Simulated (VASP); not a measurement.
Write the native input for VASP 6.6.1 that does the following.

| Quantity | Value |
| --- | --- |
| Task | single point |
| Functional | HSE06 |
| Potentials or basis | VASP PAW PBE potentials, release 64 (Te, Mo_sv) |
| Cutoff | 520 eV |
| k mesh | 6 × 6 × 1 |
| Occupations | gaussian, width 0.01 eV |
| Spin | no spin polarisation |
| Dipole correction | no |
| Grid for exact exchange (PRECFOCK) | Fast |
| Further INCAR settings | ALGO = Normal; EDIFF = 1e-06; NBANDS = 35 |
| Share of exact exchange | 0.25 |
| Screening parameter | 0.2079 1/Å |

Te2Mo:

```
Te Mo
1.0
     3.51820    0.00000    0.00000
    -1.75910    3.04685    0.00000
     0.00000    0.00000   13.97360
Te Mo
4 2
Direct
  0.33333 0.66667 0.62100
  0.66667 0.33333 0.12100
  0.33333 0.66667 0.87900
  0.66667 0.33333 0.37900
  0.33333 0.66667 0.25000
  0.66667 0.33333 0.75000
```

These files were run (other wordings do the same):

POSCAR

```
Te2Mo
1.0
    3.5182000000      0.0000000000      0.0000000000
   -1.7591000000      3.0468505756      0.0000000000
    0.0000000000      0.0000000000     13.9736000000
Te Mo
4 2
Direct
    0.3333333333      0.6666666667      0.6210000000
    0.6666666667      0.3333333333      0.1210000000
    0.3333333333      0.6666666667      0.8790000000
    0.6666666667      0.3333333333      0.3790000000
    0.3333333333      0.6666666667      0.2500000000
    0.6666666667      0.3333333333      0.7500000000
```

INCAR.step1

```
PREC = Accurate ; ENCUT = 520
EDIFF = 1E-5 ; ISMEAR = 0
SIGMA = 0.01 ; LREAL = F
LASPH = T ; NELM = 100
ALGO = Normal ; ISIF = 2
LWAVE = T ; LCHARG = F
NBANDS = 35 ; GGA = PE
KPAR = 2
```

INCAR.step2

```
PREC = Accurate ; ENCUT = 520
EDIFF = 1E-6 ; ISMEAR = 0
SIGMA = 0.01 ; LREAL = F
LASPH = T ; NELM = 100
ALGO = Normal ; ISIF = 2
LWAVE = F ; LCHARG = F
GGA = PE ; LHFCALC = T
HFSCREEN = 0.2079 ; PRECFOCK = Fast
NBANDS = 35 ; ISTART = 1
KPAR = 2
```

KPOINTS

```
regular mesh
0
Gamma
  6 6 1
```

Potentials or basis: VASP PAW PBE potentials, release 64 (Te, Mo_sv).

Launch:

```bash
$ cat potpaw_PBE.64/Te/POTCAR potpaw_PBE.64/Mo_sv/POTCAR > POTCAR
$ cp INCAR.step1 INCAR
$ mpirun -np 2 vasp_std > vasp.out
$ cp INCAR.step2 INCAR
$ mpirun -np 2 vasp_std > vasp.out
```

It gave:

```yaml
Pressure: -0.8 GPa
Largest_force: 0.394 eV/Å
Band_gap_on_the_k_mesh: 1.23 eV (least direct gap 1.47 eV)
```

Caveat: the k points lie up to 0.45 Å⁻¹ apart; the PAW data sets were made with another functional, which shifts forces and pressure a little; spin-orbit coupling is left out, which moves the levels of the heavy elements; this functional lacks dispersion, which binds layers or chains, so the pressure and a relaxed spacing across them are unreliable.

It took 27 min on 2 MPI ranks on Intel(R) Xeon(R) Platinum 8375C CPU @ 2.90GHz (Ice Lake) (shared host), peak memory 0.4 GiB a rank.
